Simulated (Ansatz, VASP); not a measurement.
One calculation of Ge2Sb2O, two programs

INCAR

```
PREC = Accurate
ENCUT = 600
EDIFF = 1E-6
ISMEAR = 0
SIGMA = 0.1
LREAL = False
LASPH = True
NELM = 120
ALGO = Normal
ISIF = 2
LWAVE = False
LCHARG = False
GGA = PE
NBANDS = 30
GGA_COMPAT = False
```

Contents of KPOINTS:

```
Automatic mesh
0
Gamma
  6 6 6
```

Contents of POSCAR:

```
Ge2Sb2O
1.0
   -2.0888312600      2.0888312600      6.4623458300
    2.0888312600     -2.0888312600      6.4623458300
    2.0888312600      2.0888312600     -6.4623458300
Ge Sb O
2 2 1
Direct
    0.6547174500      0.6547174500      0.0000000000
    0.3452825500      0.3452825500      0.0000000000
    0.8592948300      0.8592948300      0.0000000000
    0.1407051700      0.1407051700      0.0000000000
    0.0000000000      0.0000000000      0.0000000000
```

Input for Ansatz:

```yaml
crystal:
  lattice:
    - [-2.08883126, 2.08883126, 6.46234583]
    - [2.08883126, -2.08883126, 6.46234583]
    - [2.08883126, 2.08883126, -6.46234583]
  atoms:
    - { symbol: Ge, position: [0.65471745, 0.65471745, 0.0] }
    - { symbol: Ge, position: [0.34528255, 0.34528255, 0.0] }
    - { symbol: Sb, position: [0.85929483, 0.85929483, 0.0] }
    - { symbol: Sb, position: [0.14070517, 0.14070517, 0.0] }
    - { symbol: O, position: [0.0, 0.0, 0.0] }
basis:
  ecutwfc: 420
kpoints:
  mp_grid: { grid: [6, 6, 6] }
hamiltonian:
  xc: pbe
scf:
  occupations: { method: gaussian, width: 0.1 }
  lower_state_search: "off"
output:
  forces: true
  stress: true
  eigenvalues: true
```

Change from the starting cell: species swapped into the Ba2ZnN2 type (I4/mmm, No. 139).

Alike in both runs: task single point; functional PBE; k mesh 6 × 6 × 6; occupations gaussian, width 0.1 eV; no spin polarisation.

|  | VASP | Ansatz |
| --- | --- | --- |
| version | VASP 6.6.1 | Ansatz 0.2.0 |
| potentials or method | VASP PAW PBE potentials, release 64 (Ge_d, Sb, O), cutoff 600 eV | scalar-relativistic, plane waves, PAW |
| valence electrons in the cell | 44 | 64 |

Ansatz gave:

* gap on the k mesh at the Fermi level (eV): none
* pressure (GPa): 10.0
* traceless stress, the component that is largest in VASP (GPa): 24.51
* rms of the force components (eV/Å): 1.484

Task: What did VASP give for the same quantities?

Result: gap on the k mesh at the Fermi level (eV): none; pressure (GPa): 10.5; traceless stress, the component that is largest in VASP (GPa): 25.65; rms of the force components (eV/Å): 1.599.

Atom by atom the forces differ by 0.119 eV/Å (rms over components). A gap of «none» marks a metal or a gap that the smearing closes. With one functional, cell and mesh, what is left measures potentials, basis and numerics. VASP's potentials hold 44 valence electrons a cell and Ansatz's 64, so a difference there can come from the potentials and not from the codes.

Spin-orbit coupling is off throughout.
